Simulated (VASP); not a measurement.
Write the native input for VASP 6.6.1 that does the following.

* Task: single point
* Functional: PBE
* Potentials or basis: VASP PAW PBE potentials, release 64 (B, N)
* Cutoff: 520 eV
* k mesh: 12 × 12 × 12
* Occupations: gaussian, width 0.05 eV
* Spin: no spin polarisation
* Dipole correction: no
* Further INCAR settings: ALGO = Normal; EDIFF = 1e-06; NBANDS = 11

The structure of BN lies in POSCAR:

```
BN
1.0
   -0.2718590671      1.8123937807      1.8123937807
    1.8123937807     -0.2718590671      1.8123937807
    1.5405347136      1.5405347136      0.0000000000
B N
1 1
Direct
    0.0000000000      0.0000000000      0.0000000000
    0.7500000000      0.7500000000      0.7500000000
```

This cell differs from its parent crystal: engineering shear strain xz -0.3000, normal strain along z +0.0000.

These files were run (other wordings do the same):

INCAR

```
  PREC = Accurate
  ENCUT = 520
  EDIFF = 1E-6
  ISMEAR = 0
  SIGMA = 0.05
  LREAL = F
  LASPH = T
  NELM = 80
  ALGO = Normal
  ISIF = 2
  LWAVE = F
  LCHARG = F
  GGA = PE
  NBANDS = 11
```

KPOINTS

```
regular mesh
0
Gamma
  12 12 12
```

Potentials or basis: VASP PAW PBE potentials, release 64 (B, N).

Launch:

```sh
$ cat potpaw_PBE.64/B/POTCAR potpaw_PBE.64/N/POTCAR > POTCAR
$ mpirun -np 1 vasp_std > vasp.out
```

Results of the run:

- Pressure: 43.5 GPa
- Largest force: 0.956 eV/Å
- Band gap on the k mesh: 0.52 eV, indirect (least direct gap 2.73 eV)

Caveat: the cell differs from its parent crystal (engineering shear strain xz -0.3000, normal strain along z +0.0000).

Wall time 11 s on 1 thread of Intel(R) Xeon(R) 6975P-C (Granite Rapids), on a shared host, peak memory 0.14 GiB.
